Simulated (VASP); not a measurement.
The system is Ti.

```
Ti
1.0
     0.00000    1.98856    1.98856
     1.98856    0.00000    1.98856
     1.98856    1.98856    0.00000
Ti
1
Direct
  0.00000 0.00000 0.00000
```

Base run:

| Quantity | Value |
| --- | --- |
| Program | VASP 6.6.1 |
| Functional | PBEsol |
| Potentials or basis | VASP PAW PBE potentials, release 64 (Ti_sv) |
| Cutoff | 520 eV |
| k mesh | 11 × 11 × 11 |
| Occupations | fermi-dirac, width 0.05 eV |
| Spin | no spin polarisation |

Its results: band gap on the k mesh zero (band 6 reaches 10.13 eV, above the bottom of band 7 at 8.88 eV); pressure 6.8 GPa.

Problem. The run is repeated on the same cell with these changes: functional from PBEsol to revPBE; occupations from fermi-dirac, width 0.05 eV to fermi-dirac, width 0.01 eV. What comes out?

Solution. Band gap on the k mesh zero (band 6 reaches 10.35 eV, above the bottom of band 7 at 9.10 eV); pressure 14.5 GPa.

Caveats: the PAW data sets were made with another functional, which shifts forces and pressure a little.
